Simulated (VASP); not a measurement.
Here is a VASP 6.6.1 calculation.

Contents of INCAR:

```
SYSTEM = NaSrI3
ALGO = Normal
EDIFF = 1E-6
ENCUT = 500
GGA = PS
GGA_COMPAT = .False.
ISIF = 2
ISMEAR = -1
LASPH = .True.
LCHARG = .False.
LREAL = .False.
LWAVE = .False.
NBANDS = 27
NELM = 120
PREC = Accurate
SIGMA = 0.03
```

Contents of KPOINTS:

```
k-points
0
Gamma
  4 4 4
  0 0 0
```

The input POSCAR:

```
NaSrI3
1.0
    6.3036923482      0.0000000000      0.0000000000
    0.0000000000      6.3036923482      0.0000000000
    0.0000000000      0.0000000000      6.3036923482
Na Sr I
1 1 3
Direct
    0.0000000000      0.0000000000      0.0000000000
    0.5000000000      0.5000000000      0.5000000000
    0.5000000000      0.5000000000      0.0000000000
    0.5000000000      0.0000000000      0.5000000000
    0.0000000000      0.5000000000      0.5000000000
```

Potentials or basis: VASP PAW PBE potentials, release 64 (Na_pv, Sr_sv, I).

Command:

```bash
$ cat potpaw_PBE.64/Na_pv/POTCAR potpaw_PBE.64/Sr_sv/POTCAR potpaw_PBE.64/I/POTCAR > POTCAR
$ mpirun -np 1 vasp_std > vasp.out
```

(1) Estimate the pressure.

(2) Estimate the band gap on the k mesh.

## Answers

(1) 0.0 GPa.

(2) 2.43 eV (least direct gap 2.70 eV).

Caveat: the PAW data sets were made with another functional, which shifts forces and pressure a little; spin-orbit coupling is left out, which moves the levels of the heavy elements.
